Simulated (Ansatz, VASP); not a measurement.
## One calculation of GaSe3, two programs

```
CELL_PARAMETERS angstrom
0.00000 3.98447 3.98447
3.98447 0.00000 3.98447
3.98447 3.98447 0.00000
ATOMIC_POSITIONS crystal
Ga 0.00000 0.00000 0.00000
Se 0.50000 0.50000 0.50000
Se 0.25000 0.25000 0.25000
Se 0.75000 0.75000 0.75000
```

Alike in both runs: task relaxation of cell and atoms; functional PBE; k mesh 4 × 4 × 4; occupations gaussian, width 0.1 eV; no spin polarisation.

|  | VASP | Ansatz |
| --- | --- | --- |
| version | VASP 6.6.1 | Ansatz 0.2.0 |
| potentials or method | VASP PAW PBE potentials, release 64 (Ga_d, Se), cutoff 600 eV | scalar-relativistic, plane waves, PAW |
| valence electrons in the cell | 31 | 61 |

Ansatz gave:

| Property | Result |
| --- | --- |
| gap on the k mesh at the Fermi level, each at its own relaxed structure (eV) | none |
| relaxed volume (Å³/atom) | 20.45 |
| relaxed cell length with the largest relative difference (Å) | 4.872 |

Question: Which values does VASP return?

Answer: gap on the k mesh at the Fermi level, each at its own relaxed structure (eV): none; relaxed volume (Å³/atom): 20.44; relaxed cell length with the largest relative difference (Å): 4.872.

A gap of «none» marks a metal or a gap that the smearing closes. VASP's potentials hold 31 valence electrons a cell and Ansatz's 61, so a difference there can come from the potentials and not from the codes.

Noted on VASP's run: the volume moved by over 15 % at a fixed basis, so the end points are rough.
